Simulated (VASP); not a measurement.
Wanted: the native input for a VASP 6.6.1 run.

| Item | Value |
| --- | --- |
| Task | relaxation of the atoms |
| Functional | PBE |
| Dispersion | D3(BJ) |
| Potentials or basis | VASP PAW PBE potentials, release 64 (Al) |
| Cutoff | 520 eV |
| k mesh | 3 × 3 × 3 |
| Occupations | fermi-dirac, width 0.05 eV |
| Spin | no spin polarisation |
| Dipole correction | no |
| Further INCAR settings | LREAL = Auto; ALGO = Normal; EDIFF = 1e-06; IBRION = 2; EDIFFG = -0.03; NSW = 80 |

The structure of Al (a cell with a defect) lies in POSCAR:

```
Al
1.0
    8.1000000000      0.0000000000      0.0000000000
    0.0000000000      8.1000000000      0.0000000000
    0.0000000000      0.0000000000      8.1000000000
Al
31
Direct
    0.5000000000      0.0000000000      0.0000000000
    0.7500000000      0.2500000000      0.0000000000
    0.7500000000      0.0000000000      0.2500000000
    0.0000000000      0.0000000000      0.0000000000
    0.2500000000      0.2500000000      0.0000000000
    0.5000000000      0.5000000000      0.0000000000
    0.7500000000      0.7500000000      0.0000000000
    0.2500000000      0.0000000000      0.2500000000
    0.2500000000      0.5000000000      0.2500000000
    0.7500000000      0.5000000000      0.2500000000
    0.5000000000      0.0000000000      0.5000000000
    0.7500000000      0.2500000000      0.5000000000
    0.7500000000      0.0000000000      0.7500000000
    0.0000000000      0.5000000000      0.0000000000
    0.2500000000      0.7500000000      0.0000000000
    0.0000000000      0.2500000000      0.2500000000
    0.5000000000      0.7500000000      0.2500000000
    0.0000000000      0.0000000000      0.5000000000
    0.2500000000      0.2500000000      0.5000000000
    0.5000000000      0.5000000000      0.5000000000
    0.7500000000      0.7500000000      0.5000000000
    0.2500000000      0.0000000000      0.7500000000
    0.5000000000      0.2500000000      0.7500000000
    0.7500000000      0.5000000000      0.7500000000
    0.0000000000      0.7500000000      0.2500000000
    0.0000000000      0.5000000000      0.5000000000
    0.2500000000      0.7500000000      0.5000000000
    0.0000000000      0.2500000000      0.7500000000
    0.2500000000      0.5000000000      0.7500000000
    0.5000000000      0.7500000000      0.7500000000
    0.0000000000      0.7500000000      0.7500000000
```

One way to write it, as run:

INCAR

```
PREC = Accurate ; ENCUT = 520
EDIFF = 1E-6 ; ISMEAR = -1
SIGMA = 0.05 ; LREAL = Auto
LASPH = T ; NELM = 80
ALGO = Normal ; ISIF = 2
LWAVE = F ; LCHARG = F
GGA = PE ; IVDW = 12
IBRION = 2 ; NSW = 80
EDIFFG = -0.03
```

KPOINTS

```
Automatic mesh
0
Gamma
  3 3 3
```

Potentials or basis: VASP PAW PBE potentials, release 64 (Al).

The run is started by

```console
$ cat potpaw_PBE.64/Al/POTCAR > POTCAR
$ mpirun -np 1 vasp_std > vasp.out
```

It gave:

* Energy gained by relaxing: 0.9 meV/atom
* Ionic steps: 4
* Pressure after relaxing: -4.3 GPa
* Largest force after relaxing: 0.020 eV/Å
* Band gap on the k mesh: zero (an odd number of electrons rules out a gap without spin polarisation)
* Dispersion energy per atom: -0.323 eV

It took 5.2 min on 1 thread of Intel(R) Xeon(R) Platinum 8488C (Sapphire Rapids), with other jobs on the host, peak memory 0.56 GiB.
